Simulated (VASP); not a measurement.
# GaN (P6_3mc) in VASP: notebook

GaN is run at these levels: r2SCAN; tasks: relaxation of shape and atoms at fixed volume, single point.

Everything below comes from runs of VASP 6.6.1. Logs are shortened: lines on timing, memory, paths and dates and some standing lists are left out, and cuts for length are marked.

## (1) The cell of the first run

The structure is hexagonal, space group P6_3mc (No. 186). The conventional cell has a = 3.215 Å, b = 3.215 Å, c = 5.235 Å, α = 90.00°, β = 90.00°, γ = 120.00°. Within 2.6 Å of Ga (site symmetry 3m) lie 4 N at 1.96 to 1.97 Å. N (site symmetry 3m) has 4 Ga at 1.96 to 1.97 Å within 2.6 Å.

## (2) Relaxation of shape and atoms at fixed volume, r2SCAN (11.71 Å³/atom)

Contents of POSCAR:

```
GaN
1.0
    3.2146163023      0.0000000000      0.0000000000
   -1.6073081511      2.7839393812      0.0000000000
    0.0000000000      0.0000000000      5.2349222991
Ga N
2 2
Direct
    0.3333333333      0.6666666667     -0.0008898959
    0.6666666667      0.3333333333      0.4991101041
    0.3333333333      0.6666666667      0.3758898959
    0.6666666667      0.3333333333      0.8758898959
```

Contents of INCAR.step1:

```
PREC = Accurate
ENCUT = 660
ISMEAR = 0
SIGMA = 0.02
LREAL = F
LASPH = T
NELM = 120
GGA = PE
ALGO = Normal
EDIFF = 1E-5
LWAVE = T
LCHARG = F
GGA_COMPAT = F
IBRION = 2
ISIF = 3
EDIFFG = -0.005
NELMIN = 4
NSW = 100
```

Contents of INCAR.step2:

```
PREC = Accurate
ENCUT = 660
EDIFF = 1E-7
ISMEAR = 0
SIGMA = 0.02
LREAL = F
LASPH = T
NELM = 120
ALGO = Normal
ISIF = 4
LWAVE = F
LCHARG = F
METAGGA = R2SCAN
LMIXTAU = T
IBRION = 2
NSW = 50
EDIFFG = -0.01
ISTART = 1
GGA_COMPAT = F
NELMIN = 4
```

Contents of KPOINTS:

```
regular mesh
0
Gamma
  12 12 6
```

Potentials or basis: VASP PAW PBE potentials, release 64 (Ga_d, N).

Launch:

```console
$ cat potpaw_PBE.64/Ga_d/POTCAR potpaw_PBE.64/N/POTCAR > POTCAR
$ cp INCAR.step1 INCAR
$ mpirun -np 1 vasp_std > vasp.out
$ cp INCAR.step2 INCAR
$ mpirun -np 1 vasp_std > vasp.out
```

OUTCAR:

```text
PREC = Accurate
   ENCUT = 660
   EDIFF = 1E-7
   ISMEAR = 0
   LREAL = F
   LASPH = T
   NELM = 120
   ISIF = 4
   METAGGA = R2SCAN
   IBRION = 2
   NSW = 50
   EDIFFG = -0.01
   ISTART = 1
   NELMIN = 4

 ion  position               nearest neighbor table
   1  0.333  0.667  0.999-   4 1.96   4 1.96   4 1.96   3 1.97
   2  0.667  0.333  0.499-   3 1.96   3 1.96   3 1.96   4 1.97
   3  0.333  0.667  0.376-   2 1.96   2 1.96   2 1.96   1 1.97
   4  0.667  0.333  0.876-   1 1.96   1 1.96   1 1.96   2 1.97

  LATTYP: Found a hexagonal cell.
 ALAT       =     3.2146163023
 C/A-ratio  =     1.6284750050

  Lattice vectors:

 A1 = (   3.2146163023,   0.0000000000,   0.0000000000)
 A2 = (  -1.6073081511,   2.7839393812,   0.0000000000)
 A3 = (   0.0000000000,   0.0000000000,   5.2349222991)

Analysis of symmetry for initial positions (statically):
=====================================================================
 Subroutine PRICEL returns:
 Original cell was already a primitive cell.

 Routine SETGRP: Setting up the symmetry group for a
 hexagonal supercell.

 Subroutine GETGRP returns: Found 12 space group operations
 (whereof  6 operations were pure point group operations)
 out of a pool of 24 trial point group operations.

The static configuration has the point symmetry C_3v.
 The point group associated with its full space group is C_6v.

Analysis of symmetry for dynamics (positions and initial velocities):
=====================================================================
 Subroutine PRICEL returns:
 Original cell was already a primitive cell.

 Routine SETGRP: Setting up the symmetry group for a
 hexagonal supercell.

 Subroutine GETGRP returns: Found 12 space group operations
 (whereof  6 operations were pure point group operations)
 out of a pool of 24 trial point group operations.

The dynamic configuration has the point symmetry C_3v.
 The point group associated with its full space group is C_6v.

 Subroutine INISYM returns: Found 12 space group operations
 (whereof  6 operations are pure point group operations),
 and found     1 'primitive' translations

----------------------------------------------------------------------------------------

[... 94 lines left out ...]
   ENCUT  =  660.0 eV  48.51 Ry    6.96 a.u.   6.73  6.73 10.97*2*pi/ulx,y,z
   NELM   =    120;   NELMIN=  4; NELMDL=  0     # of ELM steps
   EDIFF  = 0.1E-06   stopping-criterion for ELM
   LREAL  =      F    real-space projection
   EDIFFG = -.1E-01   stopping-criterion for IOM
   NSW    =     50    number of steps for IOM
   IBRION =      2    ionic relax: 0-MD 1-quasi-New 2-CG
   NFREE  =      1    steps in history (QN), initial steepest desc. (CG)
   ISIF   =      4    stress and relaxation
   ISYM   =      2    0-nonsym 1-usesym 2-fastsym
   POTIM  = 0.5000    time-step for ionic-motion
   TEBEG  =    0.0;   TEEND  =   0.0 temperature during run
   PSTRESS=    0.0 pullay stress
   NELECT =      36.0000    total number of electrons
   NUPDOWN=      -1.0000    fix difference up-down
   EMIN   =  10.00;   EMAX   =-10.00  energy-range for DOS
   EFERMI =   0.00;   METHOD = LEGACY
   ISMEAR =     0;   SIGMA  =   0.02  broadening in eV -4-tet -1-fermi 0-gaus
   EFERMI_NEDOS =   21; number of points for ismear=-14 and -15
   IALGO  =     38    algorithm
   IMIX   =      4    mixing-type and parameters
     AMIX     =   0.40;   BMIX     =  1.00
     AMIX_MAG =   1.60;   BMIX_MAG =  1.00
  volume/ion in A,a.u.               =      11.71        79.04
  Fermi-wavevector in a.u.,A,eV,Ry     =   1.499487  2.833619 30.592160  2.248460
  Thomas-Fermi vector in A             =   2.611110
   LORBIT       =      0    0 simple, 1 ext, 2 COOP (PROOUT), +10 PAW based schemes
   METAGGA = R2SCAN    functional components
   LHFCALC =     F    Hartree Fock is set to
   AEXX    =    0.0000 exact exchange contribution
   IVDW    =     0    specifies the selected vdW correction
   LEPSILON=     F    determine dielectric tensor
   LRPA    =     F    only Hartree local field effects (RPA)
 conjugate gradient relaxation of ions
 non-spin polarized calculation
 Gauss-broadening in eV      SIGMA  =   0.02
  energy-cutoff  :      660.00
  volume of cell :       46.85
 maximum number of plane-waves:      1823
 NGX is ok and might be reduce to    28
   NGX = 13   NGY = 13   NGZ = 21

 number of electron      36.0000001 magnetization

 Free energy of the ion-electron system (eV)
  ---------------------------------------------------
  ext. energy  EPLUGINS =         0.00000000
  ---------------------------------------------------
  free energy    TOTEN  =       -43.80834156 eV

  energy without entropy =      -43.80834156  energy(sigma->0) =      -43.80834156

 E-fermi :   4.9059     XC(G=0): -12.4902

 val. band max:        4.7845159833   @ k =   0.0000   0.0000   0.0000
 cond. band min:       6.9229379642   @ k =   0.0000   0.0000   0.0000
 fundamental gap:      2.1384219809
 Fermi energy:         4.9058529796

 k-point     1 :       0.0000    0.0000    0.0000
  band No.  band energies     occupation
      1     -11.7766      2.00000
      2     -10.8612      2.00000
      3      -9.0287      2.00000
      4      -9.0143      2.00000
      5      -9.0143      2.00000
      6      -8.9519      2.00000
[... 589 lines left out ...]
     21      12.2463      0.00000
     22      13.5348      0.00000

 [... further k-points ...]

------------------------ aborting loop because EDIFF is reached ----------------------------------------

  FORCE on cell =-STRESS in cart. coord.  units (eV):
  Direction    XX          YY          ZZ          XY          YZ          ZX
  --------------------------------------------------------------------------------------
  -------------------------------------------------------------------------------------
  Total       -1.3084695     -1.3084695     -1.2830391     -0.0000000      0.0000000      0.0000000
  in kB      -44.7481431    -44.7481431    -43.8784532     -0.0000000      0.0000000      0.0000000
  external PRESSURE =     -44.4582465 kB  Pullay stress =       0.0000000 kB

 VOLUME and BASIS-vectors are now :
 -----------------------------------------------------------------------------
  energy-cutoff  :      660.00
  volume of cell :       46.85
      direct lattice vectors                 reciprocal lattice vectors
     3.214616302  0.000000000  0.000000000     0.311079117  0.179601612  0.000000000
    -1.607308151  2.783939381  0.000000000     0.000000000  0.359203224  0.000000000
     0.000000000  0.000000000  5.234922299     0.000000000  0.000000000  0.191024803

 POSITION                                       TOTAL-FORCE (eV/Angst)
 -----------------------------------------------------------------------------------
     -0.00000      1.85596      5.23026         0.000000     -0.000000     -0.002880
      1.60731      0.92798      2.61280        -0.000000      0.000000     -0.002880
     -0.00000      1.85596      1.96775         0.000000     -0.000000      0.002880
      1.60731      0.92798      4.58522        -0.000000      0.000000      0.002880
 -----------------------------------------------------------------------------------
    total drift:                                0.000001      0.000002     -0.009665

  FREE ENERGIE OF THE ION-ELECTRON SYSTEM (eV)
  ---------------------------------------------------
  free  energy   TOTEN  =       -43.8083415642 eV

  energy  without entropy=      -43.8083415642  energy(sigma->0) =      -43.80834156

 reached required accuracy - stopping structural energy minimisation
```

OUTCAR.step1:

```text
PREC = Accurate
   ENCUT = 660
   ISMEAR = 0
   LREAL = F
   LASPH = T
   NELM = 120
   GGA = PE
[... 981 lines left out ...]
  -------------------------------------------------------------------------------------
  Total        0.0059509      0.0059509      0.0031535      0.0000000      0.0000000      0.0000000
  in kB        0.2027776      0.2027776      0.1074538      0.0000000      0.0000000      0.0000000
  external PRESSURE =       0.1710030 kB  Pullay stress =       0.0000000 kB
[... 19 lines left out ...]
  FREE ENERGIE OF THE ION-ELECTRON SYSTEM (eV)
  ---------------------------------------------------
  free  energy   TOTEN  =       -24.3349075333 eV

  energy  without entropy=      -24.3349075333  energy(sigma->0) =      -24.33490753

 reached required accuracy - stopping structural energy minimisation
```

Run time: 6.5 min. Hardware: 1 thread of AMD EPYC 9R45 (Zen 5), shared host; peak memory 0.23 GiB.

Results:

```yaml
Free_energy: -43.8083 eV
Pressure_after_relaxing: -4.4 GPa
Band_gap_on_the_k_mesh: 2.14 eV
```

Forces on the atoms (eV/Å):
```
Ga   0.000  0.000 -0.003
Ga   0.000  0.000 -0.003
N    0.000  0.000  0.003
N    0.000  0.000  0.003
```

Stress tensor (GPa, compression positive):
```
-4.47  0.00  0.00
 0.00 -4.47  0.00
 0.00  0.00 -4.39
```

Final structure:
```xyz
4
Lattice="3.2146 0.0000 0.0000 -1.6073 2.7839 0.0000 0.0000 0.0000 5.2349" Properties=species:S:1:pos:R:3 pbc="T T T"
Ga    0.0000    1.8560    5.2303
Ga    1.6073    0.9280    2.6128
N     0.0000    1.8560    1.9678
N     1.6073    0.9280    4.5852
```

Caveat: the relaxation stopped at its first step, so nothing moved; the PAW data sets were made with another functional, which shifts forces and pressure a little.

## (3) Single point, r2SCAN

This run uses another cell than the first one, of 11.37 Å³/atom.

Contents of POSCAR:

```
GaN
1.0
    3.1830984299      0.0000000000      0.0000000000
   -1.5915492150      2.7566441030      0.0000000000
    0.0000000000      0.0000000000      5.1835962425
Ga N
2 2
Direct
    0.3333333333      0.6666666667      0.9991101046
    0.6666666667      0.3333333333      0.4991101046
    0.3333333333      0.6666666667      0.3758898954
    0.6666666667      0.3333333333      0.8758898954
```

Contents of INCAR.step1:

```
SYSTEM = GaN
ALGO = Normal ; EDIFF = 1E-4
ENCUT = 520 ; GGA = PE
ISMEAR = 0 ; LASPH = .True.
LCHARG = .False. ; LREAL = .False.
LWAVE = .True. ; NBANDS = 26
NELM = 60 ; PREC = Accurate
SIGMA = 0.05
```

Contents of INCAR.step2:

```
SYSTEM = GaN
ALGO = Normal ; EDIFF = 1E-7
ENCUT = 520 ; ISIF = 2
ISMEAR = 0 ; ISTART = 1
LASPH = .True. ; LCHARG = .False.
LMIXTAU = .True. ; LREAL = .False.
LWAVE = .False. ; METAGGA = R2SCAN
NBANDS = 26 ; NELM = 60
PREC = Accurate ; SIGMA = 0.05
```

Contents of KPOINTS:

```
k-points
0
Gamma
  12 12 4
  0 0 0
```

Potentials or basis: VASP PAW PBE potentials, release 64 (Ga_d, N).

Launch:

```console
$ cat potpaw_PBE.64/Ga_d/POTCAR potpaw_PBE.64/N/POTCAR > POTCAR
$ cp INCAR.step1 INCAR
$ mpirun -np 1 vasp_std > vasp.out
$ cp INCAR.step2 INCAR
$ mpirun -np 1 vasp_std > vasp.out
```

It took 6.1 min on 1 thread of Intel Xeon 8259CL, shared host; peak memory 0.2 GiB.

Results (log left out):

| Item | Value |
| --- | --- |
| Free energy | -43.8208 eV |
| Pressure | 1.1 GPa |
| Largest force | 0.006 eV/Å |
| Band gap on the k mesh | 2.34 eV |

Forces in eV/Å, atoms in the order of the input:
```
Ga   0.000  0.000  0.006
Ga   0.000  0.000  0.006
N    0.000  0.000 -0.006
N    0.000  0.000 -0.006
```

Stress tensor (GPa, compression positive):
```
1.14 0.00 0.00
0.00 1.14 0.00
0.00 0.00 1.00
```

Levels at points of the mesh, in eV from the valence-band top:
```tsv
k point	band 15	band 16	band 17	band 18	band 19	band 20	band 21	band 22
(0.00, 0.00, 0.00)	-1.07	-0.04	0.00	0.00	2.34	4.81	9.96	10.59
(0.50, 0.00, 0.00)	-4.30	-2.84	-2.24	-1.03	5.58	6.12	6.55	9.35
(0.00, 0.00, 0.50)	-0.55	-0.55	-0.55	-0.55	4.77	4.77	9.18	9.18
(0.50, 0.00, 0.50)	-2.01	-2.01	-1.95	-1.95	4.89	4.89	8.42	8.42
```

Caveat: the PAW data sets were made with another functional, which shifts forces and pressure a little.
